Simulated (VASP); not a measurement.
# Si62C (a cell with a defect) in VASP: single point with PBE+D3(BJ)

Aim: the single point of Si62C (a cell with a defect) with PBE+D3(BJ).

Program: VASP 6.6.1. These are calculated values, not measurements. Logs are shortened: lines on timing, memory, paths and dates and some standing lists are left out, and cuts for length are marked.

### Step 1. The cell of the first run

The cell holds a defect, 63 atoms: a = 10.860 Å, b = 10.860 Å, c = 10.860 Å, α = 90.00°, β = 90.00°, γ = 90.00°.

### Step 2. Single point, PBE+D3(BJ), collinear spin

The input, INCAR:

```
SYSTEM = Si62C
ALGO = Normal
EDIFF = 1E-6
ENCUT = 520
GGA = PE
ISIF = 2
ISMEAR = -1
ISPIN = 2
IVDW = 12
LASPH = .TRUE.
LCHARG = .FALSE.
LORBIT = 11
LREAL = Auto
LWAVE = .FALSE.
MAGMOM = 0 0 0 0 0 0 0 0 0 0 0 0 0 0 0 0 0 0 0 0 0 0 0 0 0 0 0 0 0 0 0 0 0 0 0 0 0 0 0 0 0 0 0 0 0 0 0.13 0 0 0 0 0 0 0 0 0 0 0 0 0 0 0 0
NBANDS = 167
NELECT = 253.0
NELM = 150
PREC = Accurate
SIGMA = 0.05
```

The input, KPOINTS:

```
k-points
0
G
  1 1 1
  0 0 0
```

The input, POSCAR:

```
Si62C
1.0
   10.8600000000      0.0000000000      0.0000000000
    0.0000000000     10.8600000000      0.0000000000
    0.0000000000      0.0000000000     10.8600000000
Si C
62 1
Direct
    0.4993069982     -0.0014186004     -0.0008626151
    0.6255785451      0.1266081952      0.1228895948
    0.7497058932      0.2546685083     -0.0044422652
    0.8733755064      0.3773631676      0.1295846225
    0.7469360037     -0.0031836096      0.2531697974
    0.8747173112      0.1216789134      0.3762321363
   -0.0003230203     -0.0011545120      0.0011533149
    0.1256750460      0.1257980663      0.1242320442
    0.2511649171      0.2506217311     -0.0007089319
    0.3771028545      0.3758302026      0.1236808471
    0.5020405157      0.5009360037     -0.0025091160
    0.6257051565      0.6256855433      0.1248228361
    0.7509456722      0.7502141805     -0.0011476980
    0.8748797422      0.8741205341      0.1280002762
    0.2486625230     -0.0007732044      0.2510062615
    0.3781587477      0.1212390424      0.3755195212
    0.4998490792      0.2510251381      0.2509594843
    0.6238221915      0.3795929098      0.3789671271
    0.7492458564      0.5077640884      0.2582192449
    0.8548998158      0.6436402394      0.3991557090
    0.5086113260     -0.0073224678      0.4992895948
    0.6259167587      0.1247543278      0.6241998158
    0.7507513812      0.2512729282      0.5000309392
    0.8737579190      0.3792268877      0.6252610497
    0.7497476980     -0.0071562615      0.7435013812
    0.8741672192      0.1216794659      0.8727650092
   -0.0005724678      0.4982192449      0.0013974217
    0.1222880295      0.6263512891      0.1275455801
    0.2502068140      0.7503337937      0.0007463168
    0.3780130755      0.8740155617      0.1292094843
   -0.0005464088      0.2486640884      0.2515559853
    0.1240032228      0.3777753223      0.3738850829
    0.2524292818      0.5008310313      0.2494811234
    0.3794178637      0.6251650092      0.3780209945
    0.5087313996      0.7501793738      0.2575717311
    0.6489457643      0.8553544199      0.3947967772
   -0.0091373849     -0.0095399632      0.5052217311
    0.1211666667      0.1209233886      0.6232837017
    0.2482549724      0.2476414365      0.4991655617
    0.3746792818      0.3748858195      0.6237305709
    0.5033751381      0.5053179558      0.5110916206
    0.8549902394      0.8507778085      0.6085514733
    0.2530009208      0.0001887661      0.7488815838
    0.3773155617      0.1262692449      0.8739897790
    0.5024011050      0.2521969613      0.7487896869
    0.6292129834      0.3850087477      0.8650113260
    0.7419435543      0.5175112339      0.7344914365
    0.8748602210      0.6245941068      0.8720674033
   -0.0080198895      0.7452139042      0.2583164825
    0.1208245856      0.8746284530      0.3754923573
   -0.0042324125      0.5051136280      0.4998080110
    0.1252045120      0.6253363720      0.6245720074
    0.2503019337      0.7506326888      0.4992400552
    0.3805276243      0.8710406077      0.6241637201
   -0.0004158379      0.2494886740      0.7510745856
    0.1252746777      0.3753990792      0.8748047882
    0.2503095764      0.5004189687      0.7495466851
    0.3773099448      0.6265351750      0.8722960405
    0.5081940147      0.7373658379      0.7414593923
    0.6241628913      0.8711648250      0.8703302947
   -0.0031139963      0.7499534070      0.7461199816
    0.1249617864      0.8764095764      0.8725951197
    0.7641661142      0.7575712707      0.4935240331
```

Potentials or basis: VASP PAW PBE potentials, release 64 (Si, C).

The run is started by

```console
> cat potpaw_PBE.64/Si/POTCAR potpaw_PBE.64/C/POTCAR > POTCAR
> mpirun -np 1 vasp_gam > vasp.out
```

OUTCAR:

```text
SYSTEM = Si62C
   EDIFF = 1E-6
   ENCUT = 520
   GGA = PE
   ISIF = 2
   ISMEAR = -1
   ISPIN = 2
   IVDW = 12
   LASPH = .TRUE.
   LORBIT = 11
   LREAL = Auto
   NELECT = 253.0
   NELM = 150
   PREC = Accurate
 IVDW          = 12

 ion  position               nearest neighbor table
   1  0.499  0.999  0.999-  44 2.35  30 2.36   2 2.37  60 2.39
   2  0.626  0.127  0.123-   1 2.37  17 2.37   3 2.38   5 2.39
   3  0.750  0.255  0.996-   2 2.38  26 2.39   4 2.39  46 2.39
   4  0.873  0.377  0.130-  27 2.35  31 2.36   3 2.39  19 2.40
   5  0.747  0.997  0.253-   6 2.36  14 2.36   2 2.39  36 2.42
   6  0.875  0.122  0.376-   5 2.36  31 2.36  37 2.36  23 2.37
[... 43 lines left out ...]
  50  0.121  0.875  0.375-  49 2.36  37 2.36  15 2.36  53 2.37
  51  0.996  0.505  0.500-  24 2.34  52 2.35  32 2.39  20 2.41
  52  0.125  0.625  0.625-  61 2.35  51 2.35  57 2.35  53 2.36
  53  0.250  0.751  0.499-  52 2.36  54 2.36  34 2.36  50 2.37
  54  0.381  0.871  0.624-  21 2.35  53 2.36  59 2.38  43 2.39
  55  1.000  0.249  0.751-  26 2.35  56 2.35  38 2.37  24 2.39
  56  0.125  0.375  0.875-   9 2.35  27 2.35  57 2.35  55 2.35
  57  0.250  0.500  0.750-  52 2.35  56 2.35  40 2.36  58 2.36
  58  0.377  0.627  0.872-  59 2.34  11 2.35  57 2.36  29 2.38
  59  0.508  0.737  0.741-  58 2.34  54 2.38  60 2.38
  60  0.624  0.871  0.870-  25 2.35  13 2.36  59 2.38   1 2.39
  61  0.997  0.750  0.746-  48 2.34  52 2.35  62 2.39  42 2.41
  62  0.125  0.876  0.873-  43 2.35   7 2.36  29 2.38  61 2.39
  63  0.764  0.758  0.494-  20 1.88  42 1.89  36 1.96

  LATTYP: Found a simple cubic cell.
 ALAT       =    10.8600000000

  Lattice vectors:

 A1 = (  10.8600000000,   0.0000000000,   0.0000000000)
 A2 = (   0.0000000000,  10.8600000000,   0.0000000000)
 A3 = (   0.0000000000,   0.0000000000,  10.8600000000)

Analysis of symmetry for initial positions (statically):
=====================================================================
 Subroutine PRICEL returns:
 Original cell was already a primitive cell.

 Routine SETGRP: Setting up the symmetry group for a
 simple cubic supercell.

 Subroutine GETGRP returns: Found  1 space group operations
 (whereof  1 operations were pure point group operations)
 out of a pool of 48 trial point group operations.

The static configuration has the point symmetry C_1 .

Analysis of symmetry for dynamics (positions and initial velocities):
=====================================================================
 Subroutine PRICEL returns:
 Original cell was already a primitive cell.

[... 261 lines left out ...]
  ext. energy  EPLUGINS =         0.00000000
  ---------------------------------------------------
  free energy    TOTEN  =      -328.66350933 eV

  energy without entropy =     -328.53471226  energy(sigma->0) =     -328.59911079

 E-fermi :   6.0910     XC(G=0):  -9.3263

 val. band max:        6.0633270149   @ k =   0.0000   0.0000   0.0000
 cond. band min:       6.1013767040   @ k =   0.0000   0.0000   0.0000
 fundamental gap:      0.0380496890
 Fermi energy:         6.0910432446

 spin component 1

 k-point     1 :       0.0000    0.0000    0.0000
  band No.  band energies     occupation
      1      -6.5156      1.00000
      2      -6.0140      1.00000
      3      -5.1952      1.00000
      4      -5.1946      1.00000
      5      -5.1846      1.00000
      6      -5.1720      1.00000
[... 130 lines left out ...]
    137       6.7900      0.00000
    138       6.8790      0.00000
 Fermi energy:         6.0910432446

 spin component 2

 k-point     1 :       0.0000    0.0000    0.0000
  band No.  band energies     occupation
      1      -6.5004      1.00000
      2      -5.9995      1.00000
      3      -5.1839      1.00000
      4      -5.1831      1.00000
      5      -5.1703      1.00000
      6      -5.1588      1.00000
[... 130 lines left out ...]
    137       6.8022      0.00000
    138       6.8991      0.00000
 [bands above 138 left out]

------------------------ aborting loop because EDIFF is reached ----------------------------------------

 Edisp (eV)  -19.52621

 E6    (eV) :   -11.4540

 E8    (eV) :    -8.0722

  FORCE on cell =-STRESS in cart. coord.  units (eV):
  Direction    XX          YY          ZZ          XY          YZ          ZX
  --------------------------------------------------------------------------------------
  -------------------------------------------------------------------------------------
  Total      -5.07983    -6.52600    -5.89728     7.16572    -4.79230    -5.98428
  in kB      -6.35434    -8.16335    -7.37688     8.96357    -5.99467    -7.48571
  external pressure =       -7.30 kB  Pullay stress =        0.00 kB

 VOLUME and BASIS-vectors are now :
 -----------------------------------------------------------------------------
  energy-cutoff  :      520.00
  volume of cell :     1280.82
      direct lattice vectors                 reciprocal lattice vectors
    10.860000000  0.000000000  0.000000000     0.092081031  0.000000000  0.000000000
     0.000000000 10.860000000  0.000000000     0.000000000  0.092081031  0.000000000
     0.000000000  0.000000000 10.860000000     0.000000000  0.000000000  0.092081031

 POSITION                                       TOTAL-FORCE (eV/Angst)
 -----------------------------------------------------------------------------------
      5.42247     10.84459     10.85063         0.024695     -0.028499      0.021041
      6.79378      1.37496      1.33458         0.041915     -0.069664      0.070693
      8.14181      2.76570     10.81176        -0.014366     -0.083611      0.091255
      9.48486      4.09816      1.40729        -0.032683      0.016850      0.033123
      8.11173     10.82543      2.74942         0.047186     -0.080628      0.086219
      9.49943      1.32143      4.08588         0.024839      0.054243     -0.023923
[... 55 lines left out ...]
      1.35709      9.51781      9.47638        -0.059120     -0.043500     -0.018557
      8.29884      8.22722      5.35967         0.106499      0.988659     -1.025242
 -----------------------------------------------------------------------------------
    total drift:                                0.008906     -0.000069     -0.004617

  FREE ENERGIE OF THE ION-ELECTRON SYSTEM (eV)
  ---------------------------------------------------
  free  energy   TOTEN  =      -348.1897236974 eV

  energy  without entropy=     -348.0609266190  energy(sigma->0) =     -348.12532516

 total charge

# of ion       s       p       d       tot
------------------------------------------
    1        0.745   0.942   0.000   1.686
    2        0.746   0.932   0.000   1.679
    3        0.742   0.927   0.000   1.669
    4        0.740   0.941   0.000   1.681
    5        0.747   0.937   0.000   1.685
    6        0.740   0.954   0.000   1.694
[... 55 lines left out ...]
   62        0.739   0.946   0.000   1.685
   63        0.838   1.527   0.000   2.364
--------------------------------------------------
tot         46.918  59.824   0.000 106.742

 magnetization (x)

# of ion       s       p       d       tot
------------------------------------------
    1        0.000   0.005   0.000   0.006
    2       -0.000   0.005   0.000   0.005
    3        0.000   0.006   0.000   0.007
    4        0.000   0.000   0.000   0.000
    5        0.000   0.001   0.000   0.002
    6        0.000   0.001   0.000   0.001
[... 55 lines left out ...]
   62        0.000   0.001   0.000   0.001
   63        0.001   0.014   0.000   0.015
--------------------------------------------------
tot          0.089   0.324   0.000   0.413
```

Wall time 20 min (1 thread of Intel Xeon 8259CL, shared host); peak memory 1.5 GiB.

What came out:

```
Free energy                                           : -348.1897 eV
Largest force                                         : 1.428 eV/Å
Net moment                                            : 1.06 μB per cell
Site moments                                          : Si +0.01, +0.00, -0.00, +0.09, +0.08, +0.06 (each value once); C +0.01 μB
Valence electrons inside the program's atomic spheres : Si 1.69, 1.68, 1.67, 1.70, 1.63, 1.61, 1.64 (each value once); C 2.36
Dispersion energy per atom                            : -0.310 eV
```

Forces in eV/Å, atoms in the order of the input:
```
Si   0.025 -0.028  0.021
Si   0.042 -0.070  0.071
Si  -0.014 -0.084  0.091
Si  -0.033  0.017  0.033
Si   0.047 -0.081  0.086
Si   0.025  0.054 -0.024
Si  -0.001  0.012  0.003
Si  -0.011 -0.008  0.013
Si  -0.017 -0.033  0.026
Si  -0.010  0.012  0.028
Si  -0.010 -0.012  0.074
Si  -0.004 -0.027 -0.018
Si   0.016  0.012  0.017
Si   0.026  0.026 -0.043
Si  -0.009 -0.013  0.007
Si   0.027 -0.052  0.019
Si   0.016 -0.026  0.029
Si   0.006 -0.025  0.017
Si  -0.029  0.002  0.026
Si   0.142  0.109 -0.236
Si   0.042 -0.063  0.045
Si  -0.007  0.025  0.029
Si   0.013 -0.004 -0.008
Si  -0.066  0.007  0.003
Si  -0.036 -0.047 -0.027
Si  -0.038 -0.040 -0.019
Si  -0.056  0.040 -0.004
Si   0.020  0.025 -0.014
Si  -0.014  0.015  0.024
Si   0.034 -0.020  0.049
Si  -0.001  0.005 -0.015
Si  -0.052  0.009  0.035
Si  -0.034 -0.004  0.036
Si  -0.017  0.000  0.006
Si   0.041 -0.036  0.064
Si   0.325 -0.188  0.192
Si   0.071  0.083 -0.050
Si   0.041  0.033 -0.020
Si   0.009  0.006 -0.015
Si  -0.022 -0.023  0.081
Si  -0.048 -0.060  0.048
Si   0.122  0.227 -0.169
Si  -0.023 -0.042  0.005
Si  -0.007 -0.035 -0.010
Si  -0.016 -0.067  0.020
Si  -0.062 -0.162  0.165
Si  -0.174 -0.246  0.254
Si  -0.064 -0.002  0.000
Si   0.058  0.051 -0.063
Si   0.058  0.012 -0.012
Si  -0.057  0.056  0.045
Si   0.064 -0.028  0.028
Si   0.004  0.014 -0.013
Si  -0.006 -0.020  0.005
Si  -0.063  0.008 -0.033
Si  -0.053 -0.011  0.009
Si  -0.055 -0.020  0.020
Si  -0.058 -0.088  0.067
Si  -0.070 -0.072  0.102
Si   0.005 -0.029  0.027
Si  -0.087 -0.041 -0.082
Si  -0.059 -0.043 -0.019
C    0.106  0.989 -1.025
```

Caveat: the k points lie up to 0.58 Å⁻¹ apart; the cell carries a net charge on a neutralising background, which shifts energy and pressure; the cell is charged against a uniform background, so pressure and absolute levels hang on convention.
